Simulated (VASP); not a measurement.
# RbBr (P6_3/mmc) in VASP: a series of runs

RbBr is run at these levels: PBEsol, HSE06; tasks: single point.

Everything below comes from runs of VASP 6.6.1. Logs are shortened: lines on timing, memory, paths and dates and some standing lists are left out, and cuts for length are marked.

## 1. The cell of the first run

Symmetry: P6_3/mmc, No. 194, hexagonal system. The conventional cell has a = 5.890 Å, b = 5.890 Å, c = 6.870 Å, α = 90.00°, β = 90.00°, γ = 120.00°. Within 4.5 Å of Rb (site symmetry -6m2) lie 5 Br at 3.40 to 3.44 Å. Within 4.5 Å of Br (site symmetry -6m2) lie 5 Rb at 3.40 to 3.44 Å.

## 2. Single point, PBEsol

INCAR

```
SYSTEM = RbBr
  PREC = Accurate
  ENCUT = 520
  EDIFF = 1E-6
  ISMEAR = 0
  SIGMA = 0.01
  LREAL = .FALSE.
  LASPH = .TRUE.
  NELM = 100
  ALGO = Fast
  ISIF = 2
  LWAVE = .FALSE.
  LCHARG = .FALSE.
  GGA = PS
  NBANDS = 24
```

KPOINTS

```
Automatic mesh
0
G
  6 6 4
  0 0 0
```

POSCAR

```
RbBr
1.0
    5.8901391669      0.0000000000      0.0000000000
   -2.9450695835      5.1010101504      0.0000000000
    0.0000000000      0.0000000000      6.8703324972
Rb Br
2 2
Direct
    0.3333333333      0.6666666667     -0.0625000000
    0.6666666667      0.3333333333      0.4375000000
    0.3333333333      0.6666666667      0.4375000000
    0.6666666667      0.3333333333      0.9375000000
```

Potentials or basis: VASP PAW PBE potentials, release 64 (Rb_sv, Br).

Command:

```bash
$ cat potpaw_PBE.64/Rb_sv/POTCAR potpaw_PBE.64/Br/POTCAR > POTCAR
$ mpirun -np 1 vasp_std > vasp.out
```

OUTCAR:

```text
SYSTEM = RbBr
   PREC = Accurate
   ENCUT = 520
   EDIFF = 1E-6
   ISMEAR = 0
   LREAL = .FALSE.
   LASPH = .TRUE.
   NELM = 100
   ISIF = 2
   GGA = PS

 ion  position               nearest neighbor table
   1  0.333  0.667  0.938-   4 3.40   4 3.40   4 3.40   3 3.44   3 3.44   2 4.83   2 4.83   2 4.83
                             2 4.83   2 4.83   2 4.83
   2  0.667  0.333  0.438-   3 3.40   3 3.40   3 3.40   4 3.44   4 3.44   1 4.83   1 4.83   1 4.83
                             1 4.83   1 4.83   1 4.83
   3  0.333  0.667  0.438-   2 3.40   2 3.40   2 3.40   1 3.44   1 3.44
   4  0.667  0.333  0.938-   1 3.40   1 3.40   1 3.40   2 3.44   2 3.44

  LATTYP: Found a hexagonal cell.
 ALAT       =     5.8901391669
 C/A-ratio  =     1.1664125927

  Lattice vectors:

 A1 = (   5.8901391669,   0.0000000000,   0.0000000000)
 A2 = (  -2.9450695835,   5.1010101504,   0.0000000000)
 A3 = (   0.0000000000,   0.0000000000,   6.8703324972)

Analysis of symmetry for initial positions (statically):
=====================================================================
 Subroutine PRICEL returns:
 Original cell was already a primitive cell.

 Routine SETGRP: Setting up the symmetry group for a
 hexagonal supercell.

 Subroutine GETGRP returns: Found 24 space group operations
 (whereof  6 operations were pure point group operations)
 out of a pool of 24 trial point group operations.

The static configuration has the point symmetry C_3v.
 The point group associated with its full space group is D_6h.

Analysis of symmetry for dynamics (positions and initial velocities):
=====================================================================
 Subroutine PRICEL returns:
 Original cell was already a primitive cell.

 Routine SETGRP: Setting up the symmetry group for a
 hexagonal supercell.

 Subroutine GETGRP returns: Found 24 space group operations
 (whereof  6 operations were pure point group operations)
 out of a pool of 24 trial point group operations.

The dynamic configuration has the point symmetry C_3v.
 The point group associated with its full space group is D_6h.

 Subroutine INISYM returns: Found 24 space group operations
 (whereof  6 operations are pure point group operations),
 and found     1 'primitive' translations

----------------------------------------------------------------------------------------

                                     Primitive cell

  volume of cell :     206.4237

  direct lattice vectors                    reciprocal lattice vectors
     5.890139167  0.000000000  0.000000000     0.169775276  0.098019801  0.000000000
    -2.945069584  5.101010150  0.000000000     0.000000000  0.196039602  0.000000000
     0.000000000  0.000000000  6.870332497     0.000000000  0.000000000  0.145553363

  length of vectors
     5.890139167  5.890139167  6.870332497     0.196039602  0.196039602  0.145553363

  position of ions in fractional coordinates (direct lattice)
     0.333333333  0.666666667  0.937500000
     0.666666667  0.333333333  0.437500000
     0.333333333  0.666666667  0.437500000
     0.666666667  0.333333333  0.937500000

  ion indices of the primitive-cell ions
   primitive index   ion index
                 1           1
                 2           2
                 3           3
                 4           4

----------------------------------------------------------------------------------------

 KPOINTS: Automatic mesh

Automatic generation of k-mesh.
 Grid dimensions read from file:
 generate k-points for:    6    6    4

 Generating k-lattice:

  Cartesian coordinates                     Fractional coordinates (reciprocal lattice)
     0.028295879  0.016336634  0.000000000     0.166666667  0.000000000  0.000000000
     0.000000000  0.032673267  0.000000000     0.000000000  0.166666667  0.000000000
     0.000000000  0.000000000  0.036388341     0.000000000  0.000000000  0.250000000

  Length of vectors
     0.032673267  0.032673267  0.036388341

  Shift w.r.t. Gamma in fractional coordinates (k-lattice)
     0.000000000  0.000000000  0.000000000

 Subroutine IBZKPT returns following result:
 ===========================================

 Found     21 irreducible k-points:

 Following reciprocal coordinates:
            Coordinates               Weight
  0.000000  0.000000  0.000000      1.000000
  0.166667  0.000000  0.000000      6.000000
  0.333333  0.000000  0.000000      6.000000
  0.500000  0.000000  0.000000      3.000000
  0.166667  0.166667  0.000000      6.000000
  0.333333  0.166667  0.000000     12.000000
[... 13 lines left out ...]
  0.333333  0.166667  0.500000     12.000000
  0.333333  0.333333  0.500000      2.000000
   k-points           NKPTS =     21   k-points in BZ     NKDIM =     21   number of bands    NBANDS=     24
   number of dos      NEDOS =    301   number of ions     NIONS =      4
   total plane-waves  NPLWV = 124416
   dimension x,y,z NGX =    48 NGY =   48 NGZ =   54
   dimension x,y,z NGXF=    96 NGYF=   96 NGZF=  108
   ions per type =               2   2
   NGX,Y,Z   is equivalent  to a cutoff of  13.55, 13.55, 13.07 a.u.
   NGXF,Y,Z  is equivalent  to a cutoff of  27.10, 27.10, 26.13 a.u.
 SYSTEM =  RbBr
   PREC   = accura    normal or accurate (medium, high low for compatibility)
   ISTART =      0    job   : 0-new  1-cont  2-samecut
   ICHARG =      2    charge: 1-file 2-atom 10-const
   ISPIN  =      1    spin polarized calculation?
   LNONCOLLINEAR =      F non collinear calculations
   LSORBIT =      F    spin-orbit coupling
   LASPH  =      T    aspherical Exc in radial PAW
   ENCUT  =  520.0 eV  38.22 Ry    6.18 a.u.  10.95 10.95 12.77*2*pi/ulx,y,z
   NELM   =    100;   NELMIN=  2; NELMDL= -5     # of ELM steps
   EDIFF  = 0.1E-05   stopping-criterion for ELM
   LREAL  =      F    real-space projection
   EDIFFG = 0.1E-04   stopping-criterion for IOM
   NSW    =      0    number of steps for IOM
   IBRION =     -1    ionic relax: 0-MD 1-quasi-New 2-CG
   NFREE  =      0    steps in history (QN), initial steepest desc. (CG)
   ISIF   =      2    stress and relaxation
   ISYM   =      2    0-nonsym 1-usesym 2-fastsym
   POTIM  = 0.5000    time-step for ionic-motion
   TEBEG  =    0.0;   TEEND  =   0.0 temperature during run
   PSTRESS=    0.0 pullay stress
   NELECT =      32.0000    total number of electrons
   NUPDOWN=      -1.0000    fix difference up-down
   EMIN   =  10.00;   EMAX   =-10.00  energy-range for DOS
   EFERMI =   0.00;   METHOD = LEGACY
   ISMEAR =     0;   SIGMA  =   0.01  broadening in eV -4-tet -1-fermi 0-gaus
   EFERMI_NEDOS =   21; number of points for ismear=-14 and -15
   IALGO  =     68    algorithm
   IMIX   =      4    mixing-type and parameters
     AMIX     =   0.40;   BMIX     =  1.00
     AMIX_MAG =   1.60;   BMIX_MAG =  1.00
  volume/ion in A,a.u.               =      51.61       348.25
  Fermi-wavevector in a.u.,A,eV,Ry     =   0.879438  1.661896 10.522887  0.773410
  Thomas-Fermi vector in A             =   1.999661
   LORBIT       =      0    0 simple, 1 ext, 2 COOP (PROOUT), +10 PAW based schemes
   GGA     = PS    functional components
   LHFCALC =     F    Hartree Fock is set to
   AEXX    =    0.0000 exact exchange contribution
   IVDW    =     0    specifies the selected vdW correction
   LEPSILON=     F    determine dielectric tensor
   LRPA    =     F    only Hartree local field effects (RPA)
 non-spin polarized calculation
 RMM-DIIS sequential band-by-band and
 Gauss-broadening in eV      SIGMA  =   0.01
  energy-cutoff  :      520.00
  volume of cell :      206.42
 maximum number of plane-waves:      5580
 NGX is ok and might be reduce to    48
   NGX = 21   NGY = 21   NGZ = 25

 number of electron      31.9999998 magnetization

 Free energy of the ion-electron system (eV)
  ---------------------------------------------------
  ext. energy  EPLUGINS =         0.00000000
  ---------------------------------------------------
  free energy    TOTEN  =       -12.50345760 eV

  energy without entropy =      -12.50345760  energy(sigma->0) =      -12.50345760

 E-fermi :  -2.5973     XC(G=0):  -6.1946

 val. band max:       -2.6644532398   @ k =   0.0000   0.0000   0.0000
 cond. band min:       1.4039674678   @ k =   0.0000   0.0000   0.0000
 fundamental gap:      4.0684207076
 Fermi energy:        -2.5972894695

 k-point     1 :       0.0000    0.0000    0.0000
  band No.  band energies     occupation
      1     -27.2404      2.00000
      2     -27.2309      2.00000
      3     -14.7888      2.00000
      4     -14.7462      2.00000
      5     -11.4606      2.00000
      6     -11.4108      2.00000
[... 16 lines left out ...]
     23       5.4005      0.00000
     24       5.7899      0.00000

 k-point     2 :       0.1667    0.0000    0.0000
  band No.  band energies     occupation
      1     -27.2396      2.00000
      2     -27.2313      2.00000
      3     -14.7954      2.00000
      4     -14.7582      2.00000
      5     -11.4516      2.00000
      6     -11.4158      2.00000
[... 16 lines left out ...]
     23       5.4067      0.00000
     24       5.4775      0.00000

 k-point     3 :       0.3333    0.0000    0.0000
  band No.  band energies     occupation
      1     -27.2379      2.00000
      2     -27.2324      2.00000
      3     -14.8070      2.00000
      4     -14.7831      2.00000
      5     -11.4287      2.00000
      6     -11.4253      2.00000
[... 16 lines left out ...]
     23       5.4036      0.00000
     24       5.5523      0.00000
[... 433 lines left out ...]
 k-point    20 :       0.3333    0.1667    0.5000
  band No.  band energies     occupation
      1     -27.2348      2.00000
      2     -27.2348      2.00000
      3     -14.8328      2.00000
      4     -14.8328      2.00000
      5     -11.3973      2.00000
      6     -11.3973      2.00000
[... 16 lines left out ...]
     23       5.4130      0.00000
     24       5.4130      0.00000

 k-point    21 :       0.3333    0.3333    0.5000
  band No.  band energies     occupation
      1     -27.2348      2.00000
      2     -27.2348      2.00000
      3     -14.8371      2.00000
      4     -14.8371      2.00000
      5     -11.4029      2.00000
      6     -11.4029      2.00000
[... 16 lines left out ...]
     23       5.3086      0.00000
     24       5.3086      0.00000

------------------------ aborting loop because EDIFF is reached ----------------------------------------

  FORCE on cell =-STRESS in cart. coord.  units (eV):
  Direction    XX          YY          ZZ          XY          YZ          ZX
  --------------------------------------------------------------------------------------
  -------------------------------------------------------------------------------------
  Total       -0.3980778     -0.3980778     -0.4877003      0.0000000     -0.0000000     -0.0000000
  in kB       -3.0897193     -3.0897193     -3.7853329      0.0000000     -0.0000000     -0.0000000
  external PRESSURE =      -3.3215905 kB  Pullay stress =       0.0000000 kB

 VOLUME and BASIS-vectors are now :
 -----------------------------------------------------------------------------
  energy-cutoff  :      520.00
  volume of cell :      206.42
      direct lattice vectors                 reciprocal lattice vectors
     5.890139167  0.000000000  0.000000000     0.169775276  0.098019801  0.000000000
    -2.945069584  5.101010150  0.000000000     0.000000000  0.196039602  0.000000000
     0.000000000  0.000000000  6.870332497     0.000000000  0.000000000  0.145553363

 POSITION                                       TOTAL-FORCE (eV/Angst)
 -----------------------------------------------------------------------------------
     -0.00000      3.40067      6.44094         0.000000     -0.000000      0.000000
      2.94507      1.70034      3.00577        -0.000000      0.000000      0.000000
     -0.00000      3.40067      3.00577        -0.000000      0.000000     -0.000000
      2.94507      1.70034      6.44094         0.000000     -0.000000     -0.000000
 -----------------------------------------------------------------------------------
    total drift:                               -0.000000      0.000000     -0.000032

  FREE ENERGIE OF THE ION-ELECTRON SYSTEM (eV)
  ---------------------------------------------------
  free  energy   TOTEN  =       -12.5034575956 eV

  energy  without entropy=      -12.5034575956  energy(sigma->0) =      -12.50345760
```

Run time: 96 s. Hardware: 1 thread of Intel Xeon 6975P-C (Granite Rapids), shared host; peak memory 0.37 GiB.

What came out:

```
Free energy            : -12.5035 eV
Pressure               : -0.3 GPa
Band gap on the k mesh : 4.07 eV
```

Caveat: the PAW data sets were made with another functional, which shifts forces and pressure a little. A k mesh can miss the band edges.

## 3. Single point, HSE06

POSCAR is that of step 2.

INCAR.step1

```
SYSTEM = RbBr
PREC = Accurate
ENCUT = 520
EDIFF = 1E-5
ISMEAR = 0
SIGMA = 0.01
LREAL = .FALSE.
LASPH = .TRUE.
NELM = 100
ALGO = Normal
ISIF = 2
LWAVE = .TRUE.
LCHARG = .FALSE.
NBANDS = 24
GGA = PE
```

INCAR.step2

```
SYSTEM = RbBr
PREC = Accurate
ENCUT = 520
EDIFF = 1E-6
ISMEAR = 0
SIGMA = 0.01
LREAL = .FALSE.
LASPH = .TRUE.
NELM = 100
ALGO = Normal
ISIF = 2
LWAVE = .FALSE.
LCHARG = .FALSE.
GGA = PE
LHFCALC = .TRUE.
HFSCREEN = 0.2079
PRECFOCK = Normal
NBANDS = 24
ISTART = 1
```

KPOINTS

```
regular mesh
0
G
  3 3 2
  0 0 0
```

Potentials or basis: VASP PAW PBE potentials, release 64 (Rb_sv, Br).

Command:

```bash
$ cat potpaw_PBE.64/Rb_sv/POTCAR potpaw_PBE.64/Br/POTCAR > POTCAR
$ cp INCAR.step1 INCAR
$ mpirun -np 1 vasp_std > vasp.out
$ cp INCAR.step2 INCAR
$ mpirun -np 1 vasp_std > vasp.out
```

OUTCAR:

```text
SYSTEM = RbBr
   PREC = Accurate
   ENCUT = 520
   EDIFF = 1E-6
   ISMEAR = 0
   LREAL = .FALSE.
   LASPH = .TRUE.
   NELM = 100
   ISIF = 2
   GGA = PE
   LHFCALC = .TRUE.
   HFSCREEN = 0.2079
   PRECFOCK = Normal
   ISTART = 1

 ion  position               nearest neighbor table
   1  0.333  0.667  0.938-   4 3.40   4 3.40   4 3.40   3 3.44   3 3.44   2 4.83   2 4.83   2 4.83
                             2 4.83   2 4.83   2 4.83
   2  0.667  0.333  0.438-   3 3.40   3 3.40   3 3.40   4 3.44   4 3.44   1 4.83   1 4.83   1 4.83
[... 356 lines left out ...]
  Direction    XX          YY          ZZ          XY          YZ          ZX
  --------------------------------------------------------------------------------------
  -------------------------------------------------------------------------------------
  Total        0.1657094      0.1657094      0.3762546     -0.0000000     -0.0000000      0.0000000
  in kB        1.2861698      1.2861698      2.9203362     -0.0000000     -0.0000000      0.0000000
  external PRESSURE =       1.8308920 kB  Pullay stress =       0.0000000 kB

 VOLUME and BASIS-vectors are now :
 -----------------------------------------------------------------------------
  energy-cutoff  :      520.00
  volume of cell :      206.42
      direct lattice vectors                 reciprocal lattice vectors
     5.890139167  0.000000000  0.000000000     0.169775276  0.098019801  0.000000000
    -2.945069584  5.101010150  0.000000000     0.000000000  0.196039602  0.000000000
     0.000000000  0.000000000  6.870332497     0.000000000  0.000000000  0.145553363

 POSITION                                       TOTAL-FORCE (eV/Angst)
 -----------------------------------------------------------------------------------
     -0.00000      3.40067      6.44094         0.000000     -0.000000     -0.000000
      2.94507      1.70034      3.00577         0.000000      0.000000     -0.000000
     -0.00000      3.40067      3.00577        -0.000000     -0.000000      0.000000
      2.94507      1.70034      6.44094         0.000000      0.000000     -0.000000
 -----------------------------------------------------------------------------------
    total drift:                               -0.000008      0.000000     -0.000037

  FREE ENERGIE OF THE ION-ELECTRON SYSTEM (eV)
  ---------------------------------------------------
  free  energy   TOTEN  =       -13.9650108965 eV

  energy  without entropy=      -13.9650108965  energy(sigma->0) =      -13.96501090
```

Run time: 8.7 min. Hardware: 1 thread of Intel Xeon 6975P-C (Granite Rapids), shared host; peak memory 0.48 GiB.

What came out:

| Quantity | Value |
| --- | --- |
| Free energy | -13.9650 eV |
| Pressure | 0.2 GPa |
| Band gap on the k mesh | 5.17 eV |

Caveat: the k points lie up to 0.46 Å⁻¹ apart; the PAW data sets were made with another functional, which shifts forces and pressure a little.

(Part 1 of 2 ends here.)
